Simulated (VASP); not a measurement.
# Se (R-3) in VASP: a series of runs

The runs below take Se through electric field gradients, with PBE.

Everything below comes from runs of VASP 6.6.1. Logs are shortened: lines on timing, memory, paths and dates and some standing lists are left out, and cuts for length are marked.

## (1) The cell of the first run

The structure is trigonal, space group R-3 (No. 148). Conventional cell: a = 11.437 Å, b = 11.437 Å, c = 4.458 Å, α = 90.00°, β = 90.00°, γ = 120.00°. Se (site symmetry 1) has 2 Se at 2.37 Å within 3.1 Å.

## (2) Electric field gradients, PBE (volume scaled by 1.02)

Contents of INCAR:

```
PREC = Accurate
ENCUT = 520
EDIFF = 1E-8
ISMEAR = -1
SIGMA = 0.01
LREAL = F
LASPH = T
NELM = 100
ALGO = Normal
ISIF = 2
LWAVE = F
LCHARG = F
GGA = PE
LEFG = T
NBANDS = 27
```

Contents of KPOINTS:

```
regular mesh
0
Gamma
  6 6 6
```

Contents of POSCAR:

```
Se
1.0
    5.7186234740      3.3016488021      1.4861073048
   -5.7186234740      3.3016488021      1.4861073048
    0.0000000000     -6.6032976042      1.4861073048
Se
6
Direct
    0.2806600000      0.1625100000      0.9181800000
    0.9181800000      0.2806600000      0.1625100000
    0.1625100000      0.9181800000      0.2806600000
    0.7193400000      0.8374900000      0.0818200000
    0.0818200000      0.7193400000      0.8374900000
    0.8374900000      0.0818200000      0.7193400000
```

Potentials or basis: VASP PAW PBE potentials, release 64 (Se).

Started as:

```
cat potpaw_PBE.64/Se/POTCAR > POTCAR
mpirun -np 1 vasp_std > vasp.out
```

OUTCAR:

```text
PREC = Accurate
   ENCUT = 520
   EDIFF = 1E-8
   ISMEAR = -1
   LREAL = F
   LASPH = T
   NELM = 100
   ISIF = 2
   GGA = PE

 ion  position               nearest neighbor table
   1  0.281  0.163  0.918-   5 2.37   6 2.37
   2  0.918  0.281  0.163-   6 2.37   4 2.37
   3  0.163  0.918  0.281-   5 2.37   4 2.37
   4  0.719  0.837  0.082-   2 2.37   3 2.37
   5  0.082  0.719  0.837-   3 2.37   1 2.37
   6  0.837  0.082  0.719-   2 2.37   1 2.37

  LATTYP: Found a trigonal (rhomboedric) cell.
 ALAT       =     6.7684602511
 COS(alpha) =    -0.4276877573

  Lattice vectors:

 A1 = (   5.7186234740,   3.3016488021,   1.4861073048)
 A2 = (  -5.7186234740,   3.3016488021,   1.4861073048)
 A3 = (   0.0000000000,  -6.6032976042,   1.4861073048)

Analysis of symmetry for initial positions (statically):
=====================================================================
 Subroutine PRICEL returns:
 Original cell was already a primitive cell.

 Routine SETGRP: Setting up the symmetry group for a
 trigonal (rhombohedral) supercell.

 Subroutine GETGRP returns: Found  6 space group operations
 (whereof  6 operations were pure point group operations)
 out of a pool of 12 trial point group operations.

The static configuration has the point symmetry S_6 .

Analysis of symmetry for dynamics (positions and initial velocities):
=====================================================================
 Subroutine PRICEL returns:
 Original cell was already a primitive cell.

 Routine SETGRP: Setting up the symmetry group for a
 trigonal (rhombohedral) supercell.

 Subroutine GETGRP returns: Found  6 space group operations
 (whereof  6 operations were pure point group operations)
 out of a pool of 12 trial point group operations.

The dynamic configuration has the point symmetry S_6 .

 Subroutine INISYM returns: Found  6 space group operations
 (whereof  6 operations are pure point group operations),
 and found     1 'primitive' translations

----------------------------------------------------------------------------------------

                                     Primitive cell
[... 145 lines left out ...]

 E-fermi :   2.4573     XC(G=0):  -8.7091

 val. band max:        2.1909787393   @ k =   0.5000   0.5000   0.5000
 cond. band min:       3.3512690268   @ k =  -0.1667   0.1667   0.1667
 fundamental gap:      1.1602902875
 Fermi energy:         2.4573273652

 k-point     1 :       0.0000    0.0000    0.0000
  band No.  band energies     occupation
      1     -13.4525      2.00000
      2     -11.7798      2.00000
      3     -11.7798      2.00000
      4      -9.5855      2.00000
      5      -9.5855      2.00000
      6      -7.9586      2.00000
[... 709 lines left out ...]
     26       8.2937      0.00000
     27       8.8461      0.00000

 [... further k-points ...]
[... 5 lines left out ...]
  --------------------------------------------------------------------------------------
  -------------------------------------------------------------------------------------
  Total        1.7154743      1.7154743      1.8930291      0.0000004     -0.0000000      0.0000000
  in kB       16.3256698     16.3256698     18.0154073      0.0000039     -0.0000000      0.0000000
  external PRESSURE =      16.8889157 kB  Pullay stress =       0.0000000 kB

 VOLUME and BASIS-vectors are now :
 -----------------------------------------------------------------------------
  energy-cutoff  :      520.00
  volume of cell :      168.35
      direct lattice vectors                 reciprocal lattice vectors
     5.718623474  3.301648802  1.486107305     0.087433628  0.050479829  0.224299640
    -5.718623474  3.301648802  1.486107305    -0.087433628  0.050479829  0.224299640
     0.000000000 -6.603297604  1.486107305     0.000000000 -0.100959658  0.224299640

 POSITION                                       TOTAL-FORCE (eV/Angst)
 -----------------------------------------------------------------------------------
      0.67566     -4.59982      2.02311         0.128198      0.205734      0.148217
      3.64574      2.88505      2.02311        -0.242269      0.008156      0.148217
     -4.32139      1.71478      2.02311         0.114072     -0.213889      0.148217
     -0.67566      4.59982      2.43521        -0.128198     -0.205734     -0.148217
     -3.64574     -2.88505      2.43521         0.242269     -0.008156     -0.148217
      4.32139     -1.71478      2.43521        -0.114072      0.213889     -0.148217
 -----------------------------------------------------------------------------------
    total drift:                                0.000000     -0.000000     -0.000000

  FREE ENERGIE OF THE ION-ELECTRON SYSTEM (eV)
  ---------------------------------------------------
  free  energy   TOTEN  =       -20.7434713904 eV

  energy  without entropy=      -20.7434713904  energy(sigma->0) =      -20.74347139

 Electric field gradients (V/A^2)
---------------------------------------------------------------------
 ion       V_xx      V_yy      V_zz      V_xy      V_xz      V_yz
---------------------------------------------------------------------
   1     313.464  -104.803  -208.661  -134.202   143.856   356.162
   2    -116.459   325.119  -208.661  -114.014  -380.374   -53.498
   3     115.985    92.675  -208.661   248.216   236.518  -302.664
   4     313.464  -104.803  -208.661  -134.202   143.856   356.162
   5    -116.459   325.119  -208.661  -114.014  -380.374   -53.498
   6     115.985    92.675  -208.661   248.216   236.518  -302.664
---------------------------------------------------------------------

 Electric field gradients after diagonalization (V/A^2)
 (convention: |V_zz| > |V_xx| > |V_yy|)
----------------------------------------------------------------------
 ion       V_xx      V_yy      V_zz     asymmetry (V_yy - V_xx)/ V_zz
----------------------------------------------------------------------
   1     358.007   202.862  -560.869       0.277
   2     358.007   202.862  -560.869       0.277
   3     358.007   202.862  -560.869       0.277
   4     358.007   202.862  -560.869       0.277
   5     358.007   202.862  -560.869       0.277
   6     358.007   202.862  -560.869       0.277
----------------------------------------------------------------------

           NMR quadrupolar parameters

 Cq : quadrupolar parameter    Cq=e*Q*V_zz/h
 eta: asymmetry parameters     (V_yy - V_xx)/ V_zz
 Q  : nuclear electric quadrupole moment in mb (millibarn)
----------------------------------------------------------------------
 ion       Cq(MHz)       eta       Q (mb)
----------------------------------------------------------------------
   1      -1.356       0.277       1.000
   2      -1.356       0.277       1.000
   3      -1.356       0.277       1.000
   4      -1.356       0.277       1.000
   5      -1.356       0.277       1.000
   6      -1.356       0.277       1.000
----------------------------------------------------------------------
```

Run time: 7 min. Hardware: 1 thread of Oxide Virtual Turin-like, shared host; peak memory 0.36 GiB.

What came out:

```yaml
Free_energy: -20.7435 eV
Pressure: 1.7 GPa
Largest_force: 0.284 eV/Å
Band_gap_on_the_k_mesh: 1.16 eV, indirect (least direct gap 1.40 eV)
```

Forces on the atoms (eV/Å):
```
Se   0.128  0.206  0.148
Se  -0.242  0.008  0.148
Se   0.114 -0.214  0.148
Se  -0.128 -0.206 -0.148
Se   0.242 -0.008 -0.148
Se  -0.114  0.214 -0.148
```

Stress tensor (GPa, compression positive):
```
1.63 0.00 0.00
0.00 1.63 0.00
0.00 0.00 1.80
```

Electric field gradients, principal values (V/Å²):
| atom | least | middle | greatest (by size) |
| --- | --- | --- | --- |
| 1 Se | 202.862 | 358.007 | -560.869 |
| 2 Se | 202.862 | 358.007 | -560.869 |
| 3 Se | 202.862 | 358.007 | -560.869 |
| 4 Se | 202.862 | 358.007 | -560.869 |
| 5 Se | 202.862 | 358.007 | -560.869 |
| 6 Se | 202.862 | 358.007 | -560.869 |

Caveat: without QUAD_EFG the Cq values of the log hold for a quadrupole moment of 1 mb, not for the nuclei. A k mesh can miss the band edges.

## (3) Electric field gradients, PBE (volume scaled by 1.06)

Contents of INCAR:

```
SYSTEM = Se
PREC     = Accurate       ! precision mode
ENCUT    = 520            ! plane-wave cutoff, eV
EDIFF    = 1E-8           ! SCF threshold, eV
ISMEAR   = -1             ! smearing method
SIGMA    = 0.01           ! smearing width, eV
LREAL    = .FALSE.        ! projectors in reciprocal space
LASPH    = .TRUE.         ! aspherical terms in the spheres
NELM     = 100            ! most SCF steps
ALGO     = Normal         ! electronic algorithm
ISIF     = 2              ! what is computed and relaxed
LWAVE    = .FALSE.        ! write WAVECAR
LCHARG   = .FALSE.        ! write CHGCAR
GGA      = PE             ! functional
LEFG     = .TRUE.       
NBANDS   = 27             ! bands
```

Contents of KPOINTS:

```
regular mesh
0
G
  6 6 6
  0 0 0
```

Edit POSCAR of step 2 so:

```diff
@@ -2,5 +2,5 @@
 1.0
-    5.7186234740      3.3016488021      1.4861073048
-   -5.7186234740      3.3016488021      1.4861073048
-    0.0000000000     -6.6032976042      1.4861073048
+    5.7924203034      3.3442554214      1.5052849981
+   -5.7924203034      3.3442554214      1.5052849981
+    0.0000000000     -6.6885108429      1.5052849981
 Se
```

Potentials or basis: VASP PAW PBE potentials, release 64 (Se).

Started as:

```
cat potpaw_PBE.64/Se/POTCAR > POTCAR
mpirun -np 1 vasp_std > vasp.out
```

OUTCAR:

```text
SYSTEM = Se
   PREC = Accurate
   ENCUT = 520
   EDIFF = 1E-8
   ISMEAR = -1
   LREAL = .FALSE.
   LASPH = .TRUE.
   NELM = 100
   ISIF = 2
   GGA = PE

 ion  position               nearest neighbor table
   1  0.281  0.163  0.918-   5 2.40   6 2.40
   2  0.918  0.281  0.163-   4 2.40   6 2.40
   3  0.163  0.918  0.281-   4 2.40   5 2.40
   4  0.719  0.837  0.082-   2 2.40   3 2.40
   5  0.082  0.719  0.837-   1 2.40   3 2.40
   6  0.837  0.082  0.719-   1 2.40   2 2.40

  LATTYP: Found a trigonal (rhomboedric) cell.
 ALAT       =     6.8558048558
 COS(alpha) =    -0.4276877573

  Lattice vectors:

 A1 = (   5.7924203034,   3.3442554214,   1.5052849981)
 A2 = (  -5.7924203034,   3.3442554214,   1.5052849981)
 A3 = (   0.0000000000,  -6.6885108429,   1.5052849981)

Analysis of symmetry for initial positions (statically):
=====================================================================
 Subroutine PRICEL returns:
 Original cell was already a primitive cell.

[... 933 lines left out ...]
 -----------------------------------------------------------------------------------
    total drift:                               -0.000000      0.000000      0.000000

  FREE ENERGIE OF THE ION-ELECTRON SYSTEM (eV)
  ---------------------------------------------------
  free  energy   TOTEN  =       -20.7716834256 eV

  energy  without entropy=      -20.7716834256  energy(sigma->0) =      -20.77168343

 Electric field gradients (V/A^2)
---------------------------------------------------------------------
 ion       V_xx      V_yy      V_zz      V_xy      V_xz      V_yz
---------------------------------------------------------------------
   1     315.373  -105.333  -210.041  -135.425   146.265   365.009
   2    -117.438   327.478  -210.041  -114.459  -389.240   -55.835
   3     117.125    92.915  -210.041   249.884   242.974  -309.174
   4     315.373  -105.333  -210.041  -135.425   146.265   365.009
   5    -117.438   327.478  -210.041  -114.459  -389.240   -55.835
   6     117.125    92.915  -210.041   249.884   242.974  -309.174
---------------------------------------------------------------------

 Electric field gradients after diagonalization (V/A^2)
 (convention: |V_zz| > |V_xx| > |V_yy|)
----------------------------------------------------------------------
 ion       V_xx      V_yy      V_zz     asymmetry (V_yy - V_xx)/ V_zz
----------------------------------------------------------------------
   1     360.414   210.789  -571.203       0.262
   2     360.414   210.789  -571.203       0.262
   3     360.414   210.789  -571.203       0.262
   4     360.414   210.789  -571.203       0.262
   5     360.414   210.789  -571.203       0.262
   6     360.414   210.789  -571.203       0.262
----------------------------------------------------------------------

           NMR quadrupolar parameters

 Cq : quadrupolar parameter    Cq=e*Q*V_zz/h
 eta: asymmetry parameters     (V_yy - V_xx)/ V_zz
 Q  : nuclear electric quadrupole moment in mb (millibarn)
----------------------------------------------------------------------
 ion       Cq(MHz)       eta       Q (mb)
----------------------------------------------------------------------
   1      -1.381       0.262       1.000
   2      -1.381       0.262       1.000
   3      -1.381       0.262       1.000
   4      -1.381       0.262       1.000
   5      -1.381       0.262       1.000
   6      -1.381       0.262       1.000
----------------------------------------------------------------------
```

OSZICAR:

```text
N       E                     dE             d eps       ncg     rms          rms(c)
DAV:   1     0.197863908734E+03    0.19786E+03   -0.14418E+04  2160   0.111E+03
DAV:   2    -0.371910638105E+01   -0.20158E+03   -0.19504E+03  2878   0.184E+02
DAV:   3    -0.208155570797E+02   -0.17096E+02   -0.16958E+02  2758   0.591E+01
DAV:   4    -0.210240238165E+02   -0.20847E+00   -0.20808E+00  2493   0.751E+00
DAV:   5    -0.210259572701E+02   -0.19335E-02   -0.19331E-02  2640   0.757E-01    0.893E+00
DAV:   6    -0.208447952437E+02    0.18116E+00   -0.10288E-01  2429   0.155E+00    0.545E+00
DAV:   7    -0.207716921130E+02    0.73103E-01   -0.21707E-01  2392   0.223E+00    0.297E-01
DAV:   8    -0.207714057924E+02    0.28632E-03   -0.18099E-02  2340   0.653E-01    0.124E-01
DAV:   9    -0.207716084024E+02   -0.20261E-03   -0.50390E-04  2711   0.114E-01    0.470E-02
DAV:  10    -0.207716763026E+02   -0.67900E-04   -0.91402E-05  2364   0.504E-02    0.113E-02
DAV:  11    -0.207716823496E+02   -0.60469E-05   -0.11608E-05  2554   0.167E-02    0.569E-03
DAV:  12    -0.207716832659E+02   -0.91634E-06   -0.22767E-06  2501   0.769E-03    0.172E-03
DAV:  13    -0.207716833699E+02   -0.10402E-06   -0.38510E-07  2503   0.312E-03    0.729E-04
DAV:  14    -0.207716834192E+02   -0.49249E-07   -0.85775E-08  2456   0.141E-03    0.347E-04
DAV:  15    -0.207716834256E+02   -0.64647E-08   -0.65748E-09  1590   0.378E-04
   1 F= -.20771683E+02 E0= -.20771683E+02  d E =-.644334E-13
```

It took 7.8 min on 1 thread of Oxide Virtual Turin-like, shared host; peak memory 0.41 GiB.

What came out:

```yaml
Free_energy: -20.7717 eV
Pressure: -0.3 GPa
Largest_force: 0.166 eV/Å
Band_gap_on_the_k_mesh: 1.10 eV, indirect (least direct gap 1.34 eV)
```

Forces in eV/Å, atoms in the order of the input:
```
Se   0.046 -0.070 -0.143
Se   0.038  0.075 -0.143
Se  -0.084 -0.005 -0.143
Se  -0.046  0.070  0.143
Se  -0.038 -0.075  0.143
Se   0.084  0.005  0.143
```

Stress tensor (GPa, compression positive):
```
-0.67  0.00  0.00
 0.00 -0.67  0.00
 0.00  0.00  0.56
```

Electric field gradients, principal values (V/Å²):
| atom | least | middle | greatest (by size) |
| --- | --- | --- | --- |
| 1 Se | 210.789 | 360.414 | -571.203 |
| 2 Se | 210.789 | 360.414 | -571.203 |
| 3 Se | 210.789 | 360.414 | -571.203 |
| 4 Se | 210.789 | 360.414 | -571.203 |
| 5 Se | 210.789 | 360.414 | -571.203 |
| 6 Se | 210.789 | 360.414 | -571.203 |

Caveat: without QUAD_EFG the Cq values of the log hold for a quadrupole moment of 1 mb, not for the nuclei. A k mesh can miss the band edges.

## (4) Electric field gradients, PBE (equal xx and yy strain of -1 %)

Contents of INCAR:

```
SYSTEM = Se
ALGO = Normal ; EDIFF = 1E-8
ENCUT = 520 ; GGA = PE
ISIF = 2 ; ISMEAR = -1
LASPH = .TRUE. ; LCHARG = .FALSE.
LEFG = .TRUE. ; LREAL = .FALSE.
LWAVE = .FALSE. ; NBANDS = 27
NELM = 80 ; PREC = Accurate
SIGMA = 0.01
```

Contents of KPOINTS:

```
k-points
0
G
  6 6 6
  0 0 0
```

Edit POSCAR of step 3 so:

```diff
@@ -2,5 +2,5 @@
 1.0
-    5.7924203034      3.3442554214      1.5052849981
-   -5.7924203034      3.3442554214      1.5052849981
-    0.0000000000     -6.6885108429      1.5052849981
+    5.6241898633      3.2471275315      1.4763300000
+   -5.6241898633      3.2471275315      1.4763300000
+    0.0000000000     -6.4942550631      1.4763300000
 Se
```

Potentials or basis: VASP PAW PBE potentials, release 64 (Se).

Started as:

```
cat potpaw_PBE.64/Se/POTCAR > POTCAR
mpirun -np 1 vasp_std > vasp.out
```

OUTCAR:

```text
SYSTEM = Se
   EDIFF = 1E-8
   ENCUT = 520
   GGA = PE
   ISIF = 2
   ISMEAR = -1
   LASPH = .TRUE.
   LREAL = .FALSE.
   NELM = 80
   PREC = Accurate

 ion  position               nearest neighbor table
   1  0.281  0.163  0.918-   5 2.34   6 2.34
   2  0.918  0.281  0.163-   4 2.34   6 2.34
   3  0.163  0.918  0.281-   4 2.34   5 2.34
   4  0.719  0.837  0.082-   2 2.34   3 2.34
   5  0.082  0.719  0.837-   1 2.34   3 2.34
   6  0.837  0.082  0.719-   1 2.34   2 2.34

  LATTYP: Found a trigonal (rhomboedric) cell.
 ALAT       =     6.6599473792
 COS(alpha) =    -0.4262916731

  Lattice vectors:

 A1 = (   5.6241898633,   3.2471275315,   1.4763300000)
[... 956 lines left out ...]
   3     111.422    89.054  -200.476   248.972   228.867  -295.888
   4     310.263  -109.786  -200.476  -134.172   141.813   346.148
   5    -120.970   321.446  -200.476  -114.801  -370.680   -50.260
   6     111.422    89.054  -200.476   248.972   228.867  -295.888
---------------------------------------------------------------------

 Electric field gradients after diagonalization (V/A^2)
 (convention: |V_zz| > |V_xx| > |V_yy|)
----------------------------------------------------------------------
 ion       V_xx      V_yy      V_zz     asymmetry (V_yy - V_xx)/ V_zz
----------------------------------------------------------------------
   1     354.895   193.662  -548.557       0.294
   2     354.895   193.662  -548.557       0.294
   3     354.895   193.662  -548.557       0.294
   4     354.895   193.662  -548.557       0.294
   5     354.895   193.662  -548.557       0.294
   6     354.895   193.662  -548.557       0.294
----------------------------------------------------------------------

           NMR quadrupolar parameters

 Cq : quadrupolar parameter    Cq=e*Q*V_zz/h
 eta: asymmetry parameters     (V_yy - V_xx)/ V_zz
 Q  : nuclear electric quadrupole moment in mb (millibarn)
----------------------------------------------------------------------
 ion       Cq(MHz)       eta       Q (mb)
----------------------------------------------------------------------
   1      -1.326       0.294       1.000
   2      -1.326       0.294       1.000
   3      -1.326       0.294       1.000
   4      -1.326       0.294       1.000
   5      -1.326       0.294       1.000
   6      -1.326       0.294       1.000
----------------------------------------------------------------------
```

Wall time 8.6 min (1 thread of Oxide Virtual Turin-like, shared host); peak memory 0.36 GiB.

Results:

| Quantity | Value |
| --- | --- |
| Free energy | -20.6178 eV |
| Pressure | 4.3 GPa |
| Largest force | 0.796 eV/Å |
| Band gap on the k mesh | 1.30 eV, indirect (least direct gap 1.52 eV) |

Forces on the atoms (eV/Å):
```
Se   0.232  0.571  0.504
Se  -0.611 -0.084  0.504
Se   0.378 -0.487  0.504
Se  -0.232 -0.571 -0.504
Se   0.611  0.084 -0.504
Se  -0.378  0.487 -0.504
```

Electric field gradients, principal values (V/Å²):
| atom | least | middle | greatest (by size) |
| --- | --- | --- | --- |
| 1 Se | 193.662 | 354.895 | -548.557 |
| 2 Se | 193.662 | 354.895 | -548.557 |
| 3 Se | 193.662 | 354.895 | -548.557 |
| 4 Se | 193.662 | 354.895 | -548.557 |
| 5 Se | 193.662 | 354.895 | -548.557 |
| 6 Se | 193.662 | 354.895 | -548.557 |

Caveat: the cell differs from its parent crystal (equal xx and yy strain of -1 %); without QUAD_EFG the Cq values of the log hold for a quadrupole moment of 1 mb, not for the nuclei.

(Part 1 of 2 ends here.)
